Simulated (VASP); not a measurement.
# TiO2 (P1) in VASP: a series of runs

The runs below take TiO2 through single point, with PBE.

Program: VASP 6.6.1. These are calculated values, not measurements. Logs are shortened: lines on timing, memory, paths and dates and some standing lists are left out, and cuts for length are marked.

### Step 1. The cell of the first run

The typed cell holds 12 atoms: a = 4.808 Å, b = 5.080 Å, c = 4.962 Å, α = 90.00°, β = 98.60°, γ = 90.00°.

### Step 2. Single point, PBE

Input file INCAR:

```
SYSTEM = TiO2
  PREC = Accurate
  ENCUT = 520
  EDIFF = 1E-7
  ISMEAR = -1
  SIGMA = 0.36
  LREAL = .FALSE.
  LASPH = .TRUE.
  NELM = 100
  ALGO = Normal
  ISIF = 2
  LWAVE = .FALSE.
  LCHARG = .FALSE.
  GGA = PE
  NBANDS = 60
```

Input file KPOINTS:

```
regular mesh
0
G
  3 3 3
  0 0 0
```

Input file POSCAR:

```
TiO2
1.0
    4.8078470000      0.0000000000      0.0000000000
    0.0000000000      5.0802470000      0.0000000000
   -0.7419730000      0.0000000000      4.9060680000
Ti O
4 8
Direct
    0.1740227120      0.1227105690      0.2926987559
    0.5684468225      0.5978843155      0.3299383539
    0.6571653624      1.0374101889      0.9204519791
    0.1010855980      0.5748342551      0.7420810311
   -0.1092071077      0.4548597736      0.3932069429
    0.8495219081      0.9258408105      0.2707259663
    0.7900126469      0.7492352242      0.7389216782
   -0.1166840687      0.2552041269      0.8726744105
    0.2751829977      0.8943265948      0.6932027848
    0.4317328344      0.3475224728      0.0800641165
    0.4157118363      0.3664191918      0.5548435122
    0.2993628261      0.8314556359      1.1852057493
```

Potentials or basis: VASP PAW PBE potentials, release 64 (Ti_sv, O).

Command:

```
$ cat potpaw_PBE.64/Ti_sv/POTCAR potpaw_PBE.64/O/POTCAR > POTCAR
$ mpirun -np 1 vasp_std > vasp.out
```

OUTCAR:

```text
SYSTEM = TiO2
   PREC = Accurate
   ENCUT = 520
   EDIFF = 1E-7
   ISMEAR = -1
   LREAL = .FALSE.
   LASPH = .TRUE.
   NELM = 100
   ISIF = 2
   GGA = PE

 ion  position               nearest neighbor table
   1  0.174  0.123  0.293-  12 1.71   6 1.84  11 2.03  10 2.08   5 2.27   9 2.29   8 2.42   3 2.90

   2  0.568  0.598  0.330-   5 1.70  12 1.82  10 1.83  11 1.85   6 2.19   7 2.28
   3  0.657  0.037  0.920-   8 1.59   7 1.88   6 1.93  10 2.13   9 2.13   1 2.90
   4  0.101  0.575  0.742-   7 1.74   9 1.86   5 1.97   8 2.09  11 2.17  10 2.42
   5  0.891  0.455  0.393-   2 1.70   4 1.97   1 2.27
   6  0.850  0.926  0.271-   1 1.84   3 1.93   2 2.19
   7  0.790  0.749  0.739-   4 1.74   3 1.88   2 2.28
   8  0.883  0.255  0.873-   3 1.59   4 2.09   1 2.42
   9  0.275  0.894  0.693-   4 1.86   3 2.13   1 2.29
  10  0.432  0.348  0.080-   2 1.83   1 2.08   3 2.13   4 2.42
  11  0.416  0.366  0.555-   2 1.85   1 2.03   4 2.17
  12  0.299  0.831  0.185-   1 1.71   2 1.82

  LATTYP: Found a simple monoclinic cell.
 ALAT       =     4.8078470000
 B/A-ratio  =     1.0566573770
 C/A-ratio  =     1.0320330968
 COS(beta)  =    -0.1495353385

  Lattice vectors:

 A1 = (   4.8078470000,   0.0000000000,   0.0000000000)
 A2 = (   0.0000000000,   5.0802470000,   0.0000000000)
 A3 = (  -0.7419730000,   0.0000000000,   4.9060680000)

Analysis of symmetry for initial positions (statically):
=====================================================================
 Subroutine PRICEL returns:
 Original cell was already a primitive cell.

 Routine SETGRP: Setting up the symmetry group for a
 simple monoclinic supercell.

 Subroutine GETGRP returns: Found  1 space group operations
 (whereof  1 operations were pure point group operations)
 out of a pool of  4 trial point group operations.

The static configuration has the point symmetry C_1 .

Analysis of symmetry for dynamics (positions and initial velocities):
=====================================================================
 Subroutine PRICEL returns:
 Original cell was already a primitive cell.

 Routine SETGRP: Setting up the symmetry group for a
 simple monoclinic supercell.

 Subroutine GETGRP returns: Found  1 space group operations
 (whereof  1 operations were pure point group operations)
 out of a pool of  4 trial point group operations.

The dynamic configuration has the point symmetry C_1 .

 Subroutine INISYM returns: Found  1 space group operations
 (whereof  1 operations are pure point group operations),
 and found     1 'primitive' translations

----------------------------------------------------------------------------------------

                                     Primitive cell

  volume of cell :     119.8310

  direct lattice vectors                    reciprocal lattice vectors
     4.807847000  0.000000000  0.000000000     0.207993308  0.000000000  0.031456029
     0.000000000  5.080247000  0.000000000     0.000000000  0.196840823  0.000000000
    -0.741973000  0.000000000  4.906068000     0.000000000  0.000000000  0.203829217

  length of vectors
     4.807847000  5.080247000  4.961857228     0.210358498  0.196840823  0.203829217

  position of ions in fractional coordinates (direct lattice)
     0.174022712  0.122710569  0.292698756
     0.568446823  0.597884315  0.329938354
     0.657165362  0.037410189  0.920451979
     0.101085598  0.574834255  0.742081031
     0.890792892  0.454859774  0.393206943
     0.849521908  0.925840810  0.270725966
     0.790012647  0.749235224  0.738921678
     0.883315931  0.255204127  0.872674410
     0.275182998  0.894326595  0.693202785
     0.431732834  0.347522473  0.080064116
     0.415711836  0.366419192  0.554843512
     0.299362826  0.831455636  0.185205749

  ion indices of the primitive-cell ions
   primitive index   ion index
                 1           1
                 2           2
                 3           3
                 4           4
                 5           5
                 6           6
                 7           7
                 8           8
[... 49 lines left out ...]

 Free energy of the ion-electron system (eV)
  ---------------------------------------------------
  ext. energy  EPLUGINS =         0.00000000
  ---------------------------------------------------
  free energy    TOTEN  =      -102.56070521 eV

  energy without entropy =     -102.22088369  energy(sigma->0) =     -102.39079445

 E-fermi :   6.5090     XC(G=0): -11.6443

 val. band max:        5.4147877852   @ k =   0.0000   0.3333   0.0000
 cond. band min:       7.7912222068   @ k =   0.3333   0.3333   0.3333
 fundamental gap:      2.3764344216
 Fermi energy:         6.5090402465

 k-point     1 :       0.0000    0.0000    0.0000
  band No.  band energies     occupation
      1     -51.2650      2.00000
      2     -51.2456      2.00000
      3     -50.7642      2.00000
      4     -50.7258      2.00000
      5     -27.8221      2.00000
      6     -27.7031      2.00000
[... 52 lines left out ...]
     59       9.9891      0.00013
     60      10.0290      0.00011

 k-point     2 :       0.3333    0.0000    0.0000
  band No.  band energies     occupation
      1     -51.2644      2.00000
      2     -51.2455      2.00000
      3     -50.7647      2.00000
      4     -50.7259      2.00000
      5     -27.8034      2.00000
      6     -27.6855      2.00000
[... 52 lines left out ...]
     59       9.9269      0.00015
     60      10.0970      0.00009

 k-point     3 :       0.0000    0.3333    0.0000
  band No.  band energies     occupation
      1     -51.2639      2.00000
      2     -51.2464      2.00000
      3     -50.7639      2.00000
      4     -50.7263      2.00000
      5     -27.8044      2.00000
      6     -27.6973      2.00000
[... 682 lines left out ...]
     59       9.9689      0.00013
     60      10.1083      0.00009

 k-point    14 :       0.3333    0.3333   -0.3333
  band No.  band energies     occupation
      1     -51.2632      2.00000
      2     -51.2466      2.00000
      3     -50.7639      2.00000
      4     -50.7267      2.00000
      5     -27.8240      2.00000
      6     -27.6963      2.00000
[... 52 lines left out ...]
     59       9.8311      0.00020
     60      10.0245      0.00011

------------------------ aborting loop because EDIFF is reached ----------------------------------------

  FORCE on cell =-STRESS in cart. coord.  units (eV):
  Direction    XX          YY          ZZ          XY          YZ          ZX
  --------------------------------------------------------------------------------------
  -------------------------------------------------------------------------------------
  Total       25.5325636     14.5643074     11.3375954     -4.2913326     -0.0707959     -4.6000352
  in kB      341.3783503    194.7293384    151.5871917    -57.3764576     -0.9465636    -61.5039068
  external PRESSURE =     229.2316268 kB  Pullay stress =       0.0000000 kB

 VOLUME and BASIS-vectors are now :
 -----------------------------------------------------------------------------
  energy-cutoff  :      520.00
  volume of cell :      119.83
      direct lattice vectors                 reciprocal lattice vectors
     4.807847000  0.000000000  0.000000000     0.207993308  0.000000000  0.031456029
     0.000000000  5.080247000  0.000000000     0.000000000  0.196840823  0.000000000
    -0.741973000  0.000000000  4.906068000     0.000000000  0.000000000  0.203829217

 POSITION                                       TOTAL-FORCE (eV/Angst)
 -----------------------------------------------------------------------------------
      0.61950      0.62340      1.43600        -0.643319      2.728088      2.263620
      2.48820      3.03740      1.61870        -0.725518      0.155712      2.326566
      2.47660      0.19005      4.51580        -5.543980     -3.110212      0.732640
     -0.06460      2.92030      3.64070         2.114391     -0.753853     -0.310306
      3.99105      2.31080      1.92910         5.350726     -2.344987      0.271244
      3.88350      4.70350      1.32820        -2.531781      0.948594     -1.228004
      3.25000      3.80630      3.62520        -2.025471      0.467451      0.528027
      3.59935      1.29650      4.28140         5.463495      3.513629     -0.015043
      0.80870      4.54340      3.40090         0.820463      0.216024     -0.870633
      2.01630      1.76550      0.39280        -1.530162     -0.925338     -1.948759
      1.58700      1.86150      2.72210        -1.876439     -0.536403      0.811133
      1.30187      4.22400      0.90863         1.127595     -0.358705     -2.560483
 -----------------------------------------------------------------------------------
    total drift:                                0.000014      0.000275      0.000060

  FREE ENERGIE OF THE ION-ELECTRON SYSTEM (eV)
  ---------------------------------------------------
  free  energy   TOTEN  =      -102.5607052051 eV

  energy  without entropy=     -102.2208836866  energy(sigma->0) =     -102.39079445
```

It took 2 min on 1 thread of Intel Xeon Platinum 8488C (Sapphire Rapids), shared host; peak memory 0.25 GiB.

What came out:

```yaml
Free_energy: -102.5607 eV
Pressure: 22.9 GPa
Largest_force: 6.496 eV/Å
Band_gap_on_the_k_mesh: 2.38 eV, indirect (least direct gap 2.64 eV)
```

Forces in eV/Å, atoms in the order of the input:
```
Ti  -0.643  2.728  2.264
Ti  -0.726  0.156  2.327
Ti  -5.544 -3.110  0.733
Ti   2.114 -0.754 -0.310
O    5.351 -2.345  0.271
O   -2.532  0.949 -1.228
O   -2.025  0.467  0.528
O    5.463  3.514 -0.015
O    0.820  0.216 -0.871
O   -1.530 -0.925 -1.949
O   -1.876 -0.536  0.811
O    1.128 -0.359 -2.560
```

Caveat: the k points lie up to 0.44 Å⁻¹ apart; forces of over 1 eV/Å act on the atoms, so gaps and moduli don't describe the material at rest. PBE gaps usually lie below the measured ones, often by a third to a half.

### Step 3. Single point, PBE

This run uses another cell than the first one, of 10.33 Å³/atom, 1.035 times its volume.

Input file INCAR:

```
SYSTEM = TiO2
PREC = Accurate ; ENCUT = 520
EDIFF = 1E-6 ; ISMEAR = -1
SIGMA = 0.36 ; LREAL = .FALSE.
LASPH = .TRUE. ; NELM = 80
ALGO = Normal ; ISIF = 2
LWAVE = .FALSE. ; LCHARG = .TRUE.
GGA = PE ; LELF = .TRUE.
LVHAR = .TRUE. ; NBANDS = 60
```

KPOINTS is that of step 2.

Input file POSCAR:

```
TiO2
1.0
    5.1132900000      0.1976550000      0.1072780000
    0.2088530000      4.9981850000     -0.0829740000
   -0.6796410000     -0.1106320000      4.8459360000
Ti O
4 8
Direct
    0.0557930021      0.1348586089      0.2899345754
    0.6093441151      0.6353032345      0.4429370162
    0.6151712697      1.0267987243      0.8435322410
    0.2007253171      0.5076717624      0.8470582662
   -0.0027111490      0.4681292310      0.4633435938
    0.8005988853      0.9275858259      0.2647329348
    0.8972704919      0.8110121990      0.7352213365
   -0.0309008708      0.2422276233      0.9363544171
    0.4131586346      0.9181877381      0.5019799843
    0.3880265931      0.2241718497      0.0835903979
    0.4776371625      0.3754444377      0.6449140408
    0.3979300067      0.7536017662      1.0511777741
```

Potentials or basis: VASP PAW PBE potentials, release 64 (Ti_sv, O).

Command:

```
$ cat potpaw_PBE.64/Ti_sv/POTCAR potpaw_PBE.64/O/POTCAR > POTCAR
$ mpirun -np 1 vasp_std > vasp.out
```

Wall time 2 min (1 thread of Intel Xeon Platinum 8488C (Sapphire Rapids), shared host); peak memory 0.25 GiB.

Results (log left out):

```
Free energy            : -102.4495 eV
Pressure               : 13.1 GPa
Largest force          : 4.781 eV/Å
Band gap on the k mesh : 1.77 eV, indirect (least direct gap 1.80 eV)
```

Forces in eV/Å, atoms in the order of the input:
```
Ti   3.379  0.336 -0.212
Ti   3.187 -1.919 -3.002
Ti   0.033  1.556  2.511
Ti  -0.749 -0.017 -0.115
O   -0.570 -1.730 -1.007
O    0.258 -0.270 -1.160
O   -1.673 -0.922  1.257
O   -2.696  0.830 -0.365
O   -3.406  1.544  2.361
O    0.929  1.666  0.836
O    1.191  0.302 -0.360
O    0.118 -1.378 -0.744
```

Stress tensor (GPa, compression positive):
```
 6.00 -2.99 -4.96
-2.99 18.62 11.53
-4.96 11.53 14.71
```

Levels at points of the mesh, in eV from the valence-band top:
```
           k point  band 45  band 46  band 47  band 48  band 49  band 50  band 51  band 52
(0.00, 0.00, 0.00)    -1.04    -0.87    -0.61     0.00     1.80     2.31     2.54     2.55
```

Caveat: the k points lie up to 0.43 Å⁻¹ apart; forces of over 1 eV/Å act on the atoms, so gaps and moduli don't describe the material at rest. A k mesh can miss the band edges.

### Step 4. Single point, PBE

This run uses another cell than the first one, of 10.42 Å³/atom, 1.043 times its volume.

Input file INCAR:

```
  PREC = Accurate
  ENCUT = 520
  EDIFF = 1E-7
  ISMEAR = -1
  SIGMA = 0.36
  LREAL = False
  LASPH = True
  NELM = 100
  ALGO = Normal
  ISIF = 2
  LWAVE = False
  LCHARG = False
  GGA = PE
  NBANDS = 60
```

Input file KPOINTS:

```
Automatic mesh
0
Gamma
  3 3 3
```

Input file POSCAR:

```
TiO2
1.0
    5.0991870000      0.1343270000      0.0901170000
    0.1419380000      5.0375750000     -0.0081600000
   -0.6949760000     -0.0286100000      4.8570370000
Ti O
4 8
Direct
    0.0804340319      0.1390639717      0.3233012819
    0.5928012393      0.6311623454      0.4109354768
    0.6095319518      1.0489430855      0.8705369518
    0.2049023960      0.5108182453      0.8182155268
    0.0309733940      0.4525751999      0.4278949871
    0.7804108072      0.9419295177      0.2226785310
    0.8105586737      0.7493031318      0.7113121019
   -0.0246928502      0.2630345677      0.9206377484
    0.3477227199      0.9052478490      0.5509431149
    0.4620865920      0.2765889776      0.1226293126
    0.4867392700      0.3607423841      0.6238742211
    0.3614202166      0.7854679566      1.0416719726
```

Command:

```
$ cat potpaw_PBE.64/Ti_sv/POTCAR potpaw_PBE.64/O/POTCAR > POTCAR
$ mpirun -np 1 vasp_std > vasp.out
```

Run time: 2.7 min. Hardware: 1 thread of Intel Xeon Platinum 8488C (Sapphire Rapids), shared host; peak memory 0.25 GiB.

Results (log left out):

- Free energy: -104.0823 eV
- Pressure: 3.1 GPa
- Largest force: 5.596 eV/Å
- Band gap on the k mesh: 2.16 eV, direct

Forces in eV/Å, atoms in the order of the input:
```
Ti   2.498 -3.821 -3.237
Ti   0.363  1.514 -1.645
Ti  -0.067 -0.589 -0.156
Ti  -0.614  1.082  1.111
O   -1.905  2.307  0.384
O    1.781 -0.865  1.491
O    0.680  0.643  1.094
O   -0.152 -0.751  0.427
O   -0.419 -0.788 -0.083
O   -1.741  2.270 -0.334
O    0.054  0.049  0.858
O   -0.477 -1.050  0.090
```

Stress tensor (GPa, compression positive):
```
-3.05 -5.24 -3.62
-5.24  5.81  3.65
-3.62  3.65  6.39
```

Levels at points of the mesh, in eV from the valence-band top:
```
           k point  band 46  band 47  band 48  band 49  band 50  band 51
(0.00, 0.00, 0.00)    -0.50    -0.42    -0.05     2.34     2.46     2.70
```

Caveat: the k points lie up to 0.43 Å⁻¹ apart; forces of over 1 eV/Å act on the atoms, so gaps and moduli don't describe the material at rest. A k mesh can miss the band edges.

### Step 5. Single point, PBE

This run uses another cell than the first one, of 10.45 Å³/atom, 1.046 times its volume.

Input file INCAR:

```
ALGO     = Normal         # electronic algorithm
EDIFF    = 1E-6           # SCF threshold, eV
ENCUT    = 520            # plane-wave cutoff, eV
GGA      = PE             # functional
ISIF     = 2              # what is computed and relaxed
ISMEAR   = -1             # smearing method
LASPH    = True           # aspherical terms in the spheres
LCHARG   = False          # write CHGCAR
LREAL    = False          # projectors in reciprocal space
LWAVE    = False          # write WAVECAR
NBANDS   = 60             # bands
NELM     = 80             # most SCF steps
PREC     = Accurate       # precision mode
SIGMA    = 0.36           # smearing width, eV
```

Input file KPOINTS:

```
k-points
0
Gamma
  3 3 3
```

Input file POSCAR:

```
TiO2
1.0
    4.9465220000      0.0118690000      0.0159900000
    0.0125420000      5.1454830000      0.0209000000
   -0.7470580000      0.0183510000      4.9232800000
Ti O
4 8
Direct
    0.1636940731      0.0980008254      0.3321635809
    0.5710886055      0.6179958134      0.3887961239
    0.6337850278      1.0479052703      0.8772738006
    0.1407156833      0.5505517714      0.7724410198
    0.0173507386      0.4444651721      0.3654338651
    0.7986110825      0.9474928539      0.2622697893
    0.7711969127      0.7499797490      0.7377589706
   -0.0616378949      0.2969928486      0.8860512584
    0.2449217622      0.8810726084      0.6456811889
    0.4477833446      0.3786475542      0.1068446667
    0.4573709361      0.3724935743      0.6055315812
    0.3409668957      0.7988203397      1.1027511322
```

Command:

```
$ cat potpaw_PBE.64/Ti_sv/POTCAR potpaw_PBE.64/O/POTCAR > POTCAR
$ mpirun -np 1 vasp_std > vasp.out
```

Run time: 4.3 min. Hardware: 1 thread of Intel Xeon Platinum 8488C (Sapphire Rapids), shared host; peak memory 0.26 GiB.

Results (log left out):

- Free energy: -103.2189 eV
- Pressure: -3.8 GPa
- Largest force: 3.831 eV/Å
- Band gap on the k mesh: 1.83 eV, indirect (least direct gap 2.05 eV)

Forces on the atoms (eV/Å):
```
Ti  -0.923  1.301 -1.315
Ti   1.724  0.488 -2.710
Ti  -0.410  0.771  1.837
Ti   0.799 -1.077  1.146
O   -1.855  0.146  1.831
O    1.157  0.774 -0.778
O    0.417  0.945  0.448
O   -0.912 -2.719  0.090
O    2.142  2.137 -2.349
O   -0.001 -2.656 -0.742
O   -0.940 -2.749  1.624
O   -1.200  2.639  0.919
```

Stress tensor (GPa, compression positive):
```
-4.59  0.40 -0.31
 0.40 -7.54 -4.45
-0.31 -4.45  0.70
```

Levels at points of the mesh, in eV from the valence-band top:
```tsv
k point	band 44	band 45	band 46	band 47	band 48	band 49	band 50	band 51	band 52	band 53
(0.00, 0.00, 0.00)	-0.90	-0.78	-0.45	-0.22	0.00	2.13	2.25	2.40	2.56	2.66
```

Caveat: the k points lie up to 0.43 Å⁻¹ apart; forces of over 1 eV/Å act on the atoms, so gaps and moduli don't describe the material at rest.

### Step 6. Summary

| cell | gap on the mesh (eV) | pressure (GPa) | largest force (eV/Å) |
| --- | --- | --- | --- |
| a = 4.808, b = 5.080, c = 4.962 Å, angles 90.0, 98.6, 90.0°, 12 atoms | 2.38 | 22.9 | 6.50 |
| a = 5.118, b = 5.003, c = 4.895 Å, angles 92.6, 96.8, 85.4°, 12 atoms | 1.77 | 13.1 | 4.78 |
| a = 5.102, b = 5.040, c = 4.907 Å, angles 90.7, 97.1, 86.9°, 12 atoms | 2.16 | 3.1 | 5.60 |
| a = 4.947, b = 5.146, c = 4.980 Å, angles 89.6, 98.4, 89.7°, 12 atoms | 1.83 | -3.8 | 3.83 |

Alike in all rows: task single point; level PBE; potentials or basis VASP PAW PBE potentials, release 64 (Ti_sv, O); no spin polarisation; k mesh 3 × 3 × 3; cutoff (eV) 520; smearing fermi-dirac 0.36 eV.

Caveats: all runs use coarse meshes; forces of over 1 eV/Å act on the atoms, so gaps and moduli don't describe the material at rest.

Absolute energies hang on the potentials; compare differences alone.
